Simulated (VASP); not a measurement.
# Al5Ru (P-6m2) in VASP: further runs

The runs below take Al5Ru through single point, with PBE.

All numbers are computed with VASP 6.6.1; they aren't measurements. Logs are shortened: lines on timing, memory, paths and dates and some standing lists are left out, and cuts for length are marked.

## (1) The cell of the first run

Symmetry: P-6m2, No. 187, hexagonal system. Conventional cell: a = 2.896 Å, b = 2.896 Å, c = 13.172 Å, α = 90.00°, β = 90.00°, γ = 120.00°. Al (site symmetry 3m) has 12 Al at 2.86 to 2.90 Å within 3.8 Å. Al (site symmetry 3m) has 3 Ru at 2.56 Å and 9 Al at 2.86 to 2.90 Å within 3.4 Å. Within 3.8 Å of Al (site symmetry -6m2) lie 12 Al at 2.87 to 2.90 Å. Ru (site symmetry -6m2) has 6 Al at 2.56 Å and 6 Ru at 2.90 Å within 3.4 Å.

The cell was generated, and may not be a known phase.

## (2) Single point, PBE

Contents of INCAR:

```
SYSTEM = Al5Ru
PREC = Accurate
ENCUT = 520
EDIFF = 1E-6
ISMEAR = 0
SIGMA = 0.1
LREAL = .FALSE.
LASPH = .TRUE.
NELM = 80
ALGO = Normal
ISIF = 2
LWAVE = .FALSE.
LCHARG = .TRUE.
GGA = PE
LELF = .TRUE.
LVHAR = .TRUE.
NBANDS = 24
```

Contents of KPOINTS:

```
regular mesh
0
G
  6 6 2
  0 0 0
```

Contents of POSCAR:

```
Al5Ru
1.0
    2.8956546457      0.0000000000      0.0000000000
   -1.4478273229      2.5077104838      0.0000000000
    0.0000000000      0.0000000000     13.1715583339
Al Ru
5 1
Direct
    0.0000000000      0.0000000000      0.6766776051
    0.3333333333      0.6666666667      0.8532265521
    0.3333333333      0.6666666667      0.1467734479
    0.0000000000      0.0000000000      0.3233223949
    0.3333333333      0.6666666667      0.5000000000
    0.6666666667      0.3333333333      0.0000000000
```

Potentials or basis: VASP PAW PBE potentials, release 64 (Al, Ru_pv).

Run with:

```bash
$ cat potpaw_PBE.64/Al/POTCAR potpaw_PBE.64/Ru_pv/POTCAR > POTCAR
$ mpirun -np 1 vasp_std > vasp.out
```

OUTCAR:

```text
SYSTEM = Al5Ru
   PREC = Accurate
   ENCUT = 520
   EDIFF = 1E-6
   ISMEAR = 0
   LREAL = .FALSE.
   LASPH = .TRUE.
   NELM = 80
   ISIF = 2
   GGA = PE

 ion  position               nearest neighbor table
   1  0.000  0.000  0.677-   2 2.86   2 2.86   2 2.86   5 2.87   5 2.87   5 2.87
   2  0.333  0.667  0.853-   6 2.56   6 2.56   6 2.56   1 2.86   1 2.86   1 2.86
   3  0.333  0.667  0.147-   6 2.56   6 2.56   6 2.56   4 2.86   4 2.86   4 2.86
   4  0.000  0.000  0.323-   3 2.86   3 2.86   3 2.86   5 2.87   5 2.87   5 2.87
   5  0.333  0.667  0.500-   1 2.87   4 2.87   1 2.87   4 2.87   1 2.87   4 2.87
   6  0.667  0.333  0.000-   2 2.56   3 2.56   2 2.56   3 2.56   2 2.56   3 2.56

  LATTYP: Found a hexagonal cell.
 ALAT       =     2.8956546457
 C/A-ratio  =     4.5487324787

  Lattice vectors:

 A1 = (   2.8956546457,   0.0000000000,   0.0000000000)
 A2 = (  -1.4478273229,   2.5077104838,   0.0000000000)
 A3 = (   0.0000000000,   0.0000000000,  13.1715583339)

Analysis of symmetry for initial positions (statically):
=====================================================================
 Subroutine PRICEL returns:
 Original cell was already a primitive cell.

 Routine SETGRP: Setting up the symmetry group for a
 hexagonal supercell.

 Subroutine GETGRP returns: Found 12 space group operations
 (whereof 12 operations were pure point group operations)
 out of a pool of 24 trial point group operations.

The static configuration has the point symmetry D_3h.

Analysis of symmetry for dynamics (positions and initial velocities):
=====================================================================
 Subroutine PRICEL returns:
 Original cell was already a primitive cell.

 Routine SETGRP: Setting up the symmetry group for a
 hexagonal supercell.

 Subroutine GETGRP returns: Found 12 space group operations
 (whereof 12 operations were pure point group operations)
 out of a pool of 24 trial point group operations.

The dynamic configuration has the point symmetry D_3h.

 Subroutine INISYM returns: Found 12 space group operations
 (whereof 12 operations are pure point group operations),
 and found     1 'primitive' translations

----------------------------------------------------------------------------------------

                                     Primitive cell

  volume of cell :      95.6448

  direct lattice vectors                    reciprocal lattice vectors
     2.895654646  0.000000000  0.000000000     0.345345051  0.199385058  0.000000000
    -1.447827323  2.507710484  0.000000000     0.000000000  0.398770116  0.000000000
     0.000000000  0.000000000 13.171558334     0.000000000  0.000000000  0.075921161

  length of vectors
     2.895654646  2.895654646 13.171558334     0.398770116  0.398770116  0.075921161

  position of ions in fractional coordinates (direct lattice)
     0.000000000  0.000000000  0.676677605
     0.333333333  0.666666667  0.853226552
     0.333333333  0.666666667  0.146773448
     0.000000000  0.000000000  0.323322395
     0.333333333  0.666666667  0.500000000
     0.666666667  0.333333333  0.000000000

  ion indices of the primitive-cell ions
   primitive index   ion index
                 1           1
                 2           2
                 3           3
                 4           4
                 5           5
                 6           6

----------------------------------------------------------------------------------------

 KPOINTS: regular mesh

Automatic generation of k-mesh.
 Grid dimensions read from file:
 generate k-points for:    6    6    2

 Generating k-lattice:

  Cartesian coordinates                     Fractional coordinates (reciprocal lattice)
     0.057557508  0.033230843  0.000000000     0.166666667  0.000000000  0.000000000
     0.000000000  0.066461686  0.000000000     0.000000000  0.166666667  0.000000000
     0.000000000  0.000000000  0.037960580     0.000000000  0.000000000  0.500000000

  Length of vectors
     0.066461686  0.066461686  0.037960580

  Shift w.r.t. Gamma in fractional coordinates (k-lattice)
     0.000000000  0.000000000  0.000000000

 Subroutine IBZKPT returns following result:
 ===========================================

 Found     14 irreducible k-points:

 Following reciprocal coordinates:
            Coordinates               Weight
  0.000000  0.000000  0.000000      1.000000
  0.166667 -0.000000  0.000000      6.000000
  0.333333 -0.000000  0.000000      6.000000
  0.500000 -0.000000  0.000000      3.000000
  0.166667  0.166667  0.000000      6.000000
  0.333333  0.166667  0.000000     12.000000
  0.333333  0.333333  0.000000      2.000000
  0.000000  0.000000  0.500000      1.000000
  0.166667 -0.000000  0.500000      6.000000
  0.333333 -0.000000  0.500000      6.000000
  0.500000 -0.000000  0.500000      3.000000
  0.166667  0.166667  0.500000      6.000000
  0.333333  0.166667  0.500000     12.000000
  0.333333  0.333333  0.500000      2.000000
   k-points           NKPTS =     14   k-points in BZ     NKDIM =     14   number of bands    NBANDS=     24
   number of dos      NEDOS =    301   number of ions     NIONS =      6
   total plane-waves  NPLWV =  56448
   dimension x,y,z NGX =    24 NGY =   24 NGZ =   98
   dimension x,y,z NGXF=    48 NGYF=   48 NGZF=  196
   ions per type =               5   1
   NGX,Y,Z   is equivalent  to a cutoff of  13.78, 13.78, 12.37 a.u.
   NGXF,Y,Z  is equivalent  to a cutoff of  27.56, 27.56, 24.74 a.u.
 SYSTEM =  Al5Ru
   PREC   = accura    normal or accurate (medium, high low for compatibility)
   ISTART =      0    job   : 0-new  1-cont  2-samecut
   ICHARG =      2    charge: 1-file 2-atom 10-const
   ISPIN  =      1    spin polarized calculation?
   LNONCOLLINEAR =      F non collinear calculations
   LSORBIT =      F    spin-orbit coupling
   LASPH  =      T    aspherical Exc in radial PAW
   ENCUT  =  520.0 eV  38.22 Ry    6.18 a.u.   5.38  5.38 24.49*2*pi/ulx,y,z
   NELM   =     80;   NELMIN=  2; NELMDL= -5     # of ELM steps
   EDIFF  = 0.1E-05   stopping-criterion for ELM
   LREAL  =      F    real-space projection
   EDIFFG = 0.1E-04   stopping-criterion for IOM
   NSW    =      0    number of steps for IOM
   IBRION =     -1    ionic relax: 0-MD 1-quasi-New 2-CG
   NFREE  =      0    steps in history (QN), initial steepest desc. (CG)
   ISIF   =      2    stress and relaxation
   ISYM   =      2    0-nonsym 1-usesym 2-fastsym
   POTIM  = 0.5000    time-step for ionic-motion
   TEBEG  =    0.0;   TEEND  =   0.0 temperature during run
   PSTRESS=    0.0 pullay stress
   NELECT =      29.0000    total number of electrons
   NUPDOWN=      -1.0000    fix difference up-down
   EMIN   =  10.00;   EMAX   =-10.00  energy-range for DOS
   EFERMI =   0.00;   METHOD = LEGACY
   ISMEAR =     0;   SIGMA  =   0.10  broadening in eV -4-tet -1-fermi 0-gaus
   EFERMI_NEDOS =   21; number of points for ismear=-14 and -15
   IALGO  =     38    algorithm
   IMIX   =      4    mixing-type and parameters
     AMIX     =   0.40;   BMIX     =  1.00
     AMIX_MAG =   1.60;   BMIX_MAG =  1.00
  volume/ion in A,a.u.               =      15.94       107.57
  Fermi-wavevector in a.u.,A,eV,Ry     =   1.099817  2.078353 16.457569  1.209597
  Thomas-Fermi vector in A             =   2.236218
   LORBIT       =      0    0 simple, 1 ext, 2 COOP (PROOUT), +10 PAW based schemes
   GGA     = PE    functional components
   LHFCALC =     F    Hartree Fock is set to
   AEXX    =    0.0000 exact exchange contribution
   IVDW    =     0    specifies the selected vdW correction
   LEPSILON=     F    determine dielectric tensor
   LRPA    =     F    only Hartree local field effects (RPA)
 non-spin polarized calculation
 Gauss-broadening in eV      SIGMA  =   0.10
  energy-cutoff  :      520.00
  volume of cell :       95.64
 maximum number of plane-waves:      2652
 NGX is ok and might be reduce to    24
   NGX = 11   NGY = 11   NGZ = 49

 number of electron      29.0000002 magnetization

 Free energy of the ion-electron system (eV)
  ---------------------------------------------------
  ext. energy  EPLUGINS =         0.00000000
  ---------------------------------------------------
  free energy    TOTEN  =       -28.79746600 eV

  energy without entropy =      -28.77862503  energy(sigma->0) =      -28.78804551

 E-fermi :   8.4994     XC(G=0): -10.7545

 val. band max:        8.4941325716   @ k =   0.1667   0.1667   0.0000
 cond. band min:       8.5308395500   @ k =   0.1667   0.1667   0.5000
 fundamental gap:      0.0367069784
 Fermi energy:         8.4993846060

 k-point     1 :       0.0000    0.0000    0.0000
  band No.  band energies     occupation
      1     -33.6248      2.00000
      2     -33.6248      2.00000
      3     -33.5538      2.00000
      4      -2.2797      2.00000
      5      -1.4937      2.00000
      6      -0.9611      2.00000
[... 16 lines left out ...]
     23      19.3693      0.00000
     24      19.3697      0.00000

 k-point     2 :       0.1667   -0.0000    0.0000
  band No.  band energies     occupation
      1     -33.7237      2.00000
      2     -33.6485      2.00000
      3     -33.5389      2.00000
      4      -1.6254      2.00000
      5      -0.8627      2.00000
      6      -0.2935      2.00000
[... 16 lines left out ...]
     23      17.0148      0.00000
     24      17.5809      0.00000

 k-point     3 :       0.3333   -0.0000    0.0000
  band No.  band energies     occupation
      1     -33.9178      2.00000
      2     -33.6956      2.00000
      3     -33.5090      2.00000
      4       0.3086      2.00000
      5       0.9820      2.00000
      6       1.5981      2.00000
[... 16 lines left out ...]
     23      14.9920      0.00000
     24      15.3764      0.00000
[... 244 lines left out ...]
 k-point    13 :       0.3333    0.1667    0.5000
  band No.  band energies     occupation
      1     -33.9642      2.00000
      2     -33.7696      2.00000
      3     -33.4941      2.00000
      4       2.2212      2.00000
      5       2.6267      2.00000
      6       3.3322      2.00000
[... 16 lines left out ...]
     23      12.9142      0.00000
     24      13.6893      0.00000

 k-point    14 :       0.3333    0.3333    0.5000
  band No.  band energies     occupation
      1     -33.9011      2.00000
      2     -33.8937      2.00000
      3     -33.4866      2.00000
      4       4.5223      2.00000
      5       4.5875      2.00000
      6       4.8590      2.00000
[... 16 lines left out ...]
     23      12.5035      0.00000
     24      12.5618      0.00000

------------------------ aborting loop because EDIFF is reached ----------------------------------------

  FORCE on cell =-STRESS in cart. coord.  units (eV):
  Direction    XX          YY          ZZ          XY          YZ          ZX
  --------------------------------------------------------------------------------------
  -------------------------------------------------------------------------------------
  Total       -0.0990394     -0.0990394      0.1079975      0.0000000     -0.0000000      0.0000000
  in kB       -1.6590409     -1.6590409      1.8091018      0.0000000     -0.0000000      0.0000000
  external PRESSURE =      -0.5029933 kB  Pullay stress =       0.0000000 kB

 VOLUME and BASIS-vectors are now :
 -----------------------------------------------------------------------------
  energy-cutoff  :      520.00
  volume of cell :       95.64
      direct lattice vectors                 reciprocal lattice vectors
     2.895654646  0.000000000  0.000000000     0.345345051  0.199385058  0.000000000
    -1.447827323  2.507710484  0.000000000     0.000000000  0.398770116  0.000000000
     0.000000000  0.000000000 13.171558334     0.000000000  0.000000000  0.075921161

 POSITION                                       TOTAL-FORCE (eV/Angst)
 -----------------------------------------------------------------------------------
      0.00000      0.00000      8.91290        -0.000000      0.000000     -0.006413
     -0.00000      1.67181     11.23832         0.000000     -0.000000     -0.016274
     -0.00000      1.67181      1.93324         0.000000     -0.000000      0.016274
      0.00000      0.00000      4.25866        -0.000000      0.000000      0.006413
     -0.00000      1.67181      6.58578        -0.000000      0.000000     -0.000000
      1.44783      0.83590      0.00000         0.000000      0.000000     -0.000000
 -----------------------------------------------------------------------------------
    total drift:                               -0.000000      0.000000      0.000000

  FREE ENERGIE OF THE ION-ELECTRON SYSTEM (eV)
  ---------------------------------------------------
  free  energy   TOTEN  =       -28.7974659985 eV

  energy  without entropy=      -28.7786250282  energy(sigma->0) =      -28.78804551
```

Wall time 58 s (1 thread of Intel Xeon Platinum 8375C at 2.90GHz (Ice Lake), shared host); peak memory 0.23 GiB.

What came out:

```
Free energy            : -28.7975 eV
Pressure               : -0.1 GPa
Largest force          : 0.016 eV/Å
Band gap on the k mesh : zero (an odd number of electrons rules out a gap without spin polarisation)
```

Forces on the atoms (eV/Å):
```
Al   0.000  0.000 -0.006
Al   0.000  0.000 -0.016
Al   0.000  0.000  0.016
Al   0.000  0.000  0.006
Al   0.000  0.000  0.000
Ru   0.000  0.000  0.000
```

Levels at points of the mesh, in eV from the Fermi level:
```tsv
k point	band 11	band 12	band 13	band 14	band 15	band 16	band 17	band 18	band 19	band 20
(0.00, 0.00, 0.00)	-1.82	-1.82	-1.13	-0.23	-0.23	2.66	4.71	9.20	10.36	10.36
(0.50, 0.00, 0.00)	-3.26	-1.63	-1.23	-1.06	-0.83	-0.48	1.25	2.42	2.66	3.31
(0.00, 0.00, 0.50)	-1.82	-1.82	-0.39	-0.23	-0.23	1.60	5.93	8.01	10.33	10.33
(0.50, 0.00, 0.50)	-2.67	-2.28	-2.14	-1.06	0.18	0.51	0.71	1.25	2.46	4.00
```

Caveat: the k points lie up to 0.42 Å⁻¹ apart, too coarse for converged energies and pressures of a metal.

## (3) Single point, PBE

This run uses another cell than the first one, of 16.06 Å³/atom.

Contents of INCAR:

```
PREC = Accurate
ENCUT = 520
EDIFF = 1E-7
ISMEAR = 0
SIGMA = 0.1
LREAL = F
LASPH = T
NELM = 100
ALGO = Normal
ISIF = 2
LWAVE = F
LCHARG = T
GGA = PE
LELF = T
LVHAR = T
NBANDS = 24
```

Contents of KPOINTS:

```
Automatic mesh
0
Gamma
  6 6 2
```

Contents of POSCAR:

```
Al5Ru
1.0
    2.9831677600      0.0000000000      0.0000000000
   -1.4915838800      2.5834990700      0.0000000000
    0.0000000000      0.0000000000     12.5037450800
Al Ru
5 1
Direct
    0.0000000000      0.0000000000      0.6648490700
    0.3333333300      0.6666666700      0.8296981400
    0.3333333300      0.6666666700      0.1703018600
    0.0000000000      0.0000000000      0.3351509300
    0.3333333300      0.6666666700      0.5000000000
    0.6666666700      0.3333333300      0.0000000000
```

Potentials or basis: VASP PAW PBE potentials, release 64 (Al, Ru_pv).

Run with:

```bash
$ cat potpaw_PBE.64/Al/POTCAR potpaw_PBE.64/Ru_pv/POTCAR > POTCAR
$ mpirun -np 1 vasp_std > vasp.out
```

It took 58 s on 1 thread of Intel Xeon Platinum 8375C at 2.90GHz (Ice Lake), shared host; peak memory 0.23 GiB.

It converged, with:

* Free energy: -27.9364 eV
* Pressure: -2.3 GPa
* Largest force: 2.144 eV/Å
* Band gap on the k mesh: zero (an odd number of electrons rules out a gap without spin polarisation)

Forces on the atoms (eV/Å):
```
Al   0.000  0.000  0.093
Al   0.000  0.000  2.144
Al   0.000  0.000 -2.144
Al   0.000  0.000 -0.093
Al   0.000  0.000  0.000
Ru   0.000  0.000  0.000
```

Stress tensor (GPa, compression positive):
```
-4.21  0.00  0.00
 0.00 -4.21  0.00
 0.00  0.00  1.52
```

Levels at points of the mesh, in eV from the Fermi level:
| k point | band 10 | band 11 | band 12 | band 13 | band 14 | band 15 | band 16 | band 17 | band 18 | band 19 |
| --- | --- | --- | --- | --- | --- | --- | --- | --- | --- | --- |
| (0.00, 0.00, 0.00) | -2.61 | -1.45 | -1.45 | -0.07 | -0.02 | -0.02 | 4.19 | 6.00 | 8.30 | 8.30 |
| (0.50, 0.00, 0.00) | -3.70 | -3.12 | -1.57 | -1.09 | -0.70 | -0.66 | -0.59 | 1.12 | 2.74 | 2.87 |
| (0.00, 0.00, 0.50) | -2.57 | -1.45 | -1.45 | -0.02 | -0.02 | 0.85 | 2.77 | 7.65 | 8.29 | 8.29 |
| (0.50, 0.00, 0.50) | -3.40 | -2.41 | -2.36 | -2.23 | -0.70 | 0.55 | 0.58 | 0.80 | 1.12 | 2.81 |

Caveat: the k points lie up to 0.41 Å⁻¹ apart, too coarse for converged energies and pressures of a metal; forces of over 1 eV/Å act on the atoms, so gaps and moduli don't describe the material at rest.

## (4) Single point, PBE

This run uses another cell than the first one, of 15.85 Å³/atom.

Contents of INCAR:

```
ALGO = Fast ; EDIFF = 1E-6
ENCUT = 520 ; GGA = PE
ISIF = 2 ; ISMEAR = 0
LASPH = True ; LCHARG = False
LREAL = False ; LWAVE = False
NBANDS = 24 ; NELM = 80
PREC = Accurate ; SIGMA = 0.1
```

Contents of KPOINTS:

```
k-points
0
Gamma
  12 12 4
```

Contents of POSCAR:

```
Al5Ru
1.0
    2.8790218394      0.0000000000      0.0000000000
   -1.4395109197      2.4933060510      0.0000000000
    0.0000000000      0.0000000000     13.2503299987
Al Ru
5 1
Direct
    0.0000000000      0.0000000000      0.6758575239
    0.3333333333      0.6666666667      0.8532319919
    0.3333333333      0.6666666667      0.1467680081
    0.0000000000      0.0000000000      0.3241424761
    0.3333333333      0.6666666667      0.5000000000
    0.6666666667      0.3333333333      0.0000000000
```

Run with:

```bash
$ cat potpaw_PBE.64/Al/POTCAR potpaw_PBE.64/Ru_pv/POTCAR > POTCAR
$ mpirun -np 1 vasp_std > vasp.out
```

Run time: 2.9 min. Hardware: 1 thread of Intel Xeon Platinum 8375C at 2.90GHz (Ice Lake), shared host; peak memory 0.3 GiB.

The run converged. Its results:

- Free energy: -28.6963 eV
- Pressure: 0.0 GPa
- Largest force: 0.005 eV/Å
- Band gap on the k mesh: zero (an odd number of electrons rules out a gap without spin polarisation)

Forces in eV/Å, atoms in the order of the input:
```
Al   0.000  0.000  0.001
Al   0.000  0.000 -0.005
Al   0.000  0.000  0.005
Al   0.000  0.000 -0.001
Al   0.000  0.000  0.000
Ru   0.000  0.000  0.000
```

Levels at points of the mesh, in eV from the Fermi level:
```csv
k point,band 11,band 12,band 13,band 14,band 15,band 16,band 17,band 18,band 19,band 20
"(0.00, 0.00, 0.00)",-1.78,-1.78,-1.26,-0.18,-0.18,2.46,4.51,8.98,10.57,10.57
"(0.50, 0.00, 0.00)",-3.26,-1.68,-1.26,-1.02,-0.82,-0.50,1.35,2.38,2.61,3.26
"(0.00, 0.00, 0.50)",-1.78,-1.78,-0.54,-0.18,-0.18,1.42,5.71,7.79,10.54,10.54
"(0.50, 0.00, 0.50)",-2.70,-2.28,-2.14,-1.02,0.11,0.51,0.68,1.35,2.38,4.02
```

## (5) Summary

```tsv
cell	k mesh	gap on the mesh (eV)	pressure (GPa)	largest force (eV/Å)
a = 2.896, b = 2.896, c = 13.172 Å, angles 90.0, 90.0, 120.0°, 6 atoms, atomic positions A	6 × 6 × 2	none	-0.1	0.02
a = 2.983, b = 2.983, c = 12.504 Å, angles 90.0, 90.0, 120.0°, 6 atoms, atomic positions B	6 × 6 × 2	none	-2.3	2.14
a = 2.879, b = 2.879, c = 13.250 Å, angles 90.0, 90.0, 120.0°, 6 atoms, atomic positions C	12 × 12 × 4	none	0.0	-
```

Alike in all rows: task single point; level PBE; potentials or basis VASP PAW PBE potentials, release 64 (Al, Ru_pv); no spin polarisation; cutoff (eV) 520; smearing gaussian 0.1 eV.

Caveats: some runs use coarse meshes; forces of over 1 eV/Å act on the atoms, so gaps and moduli don't describe the material at rest (at least some runs).

Total energies depend on the potentials used, so only differences within one code and one set of settings carry meaning.

The gap in the log of VASP goes by the Fermi energy; the results here count the filled bands.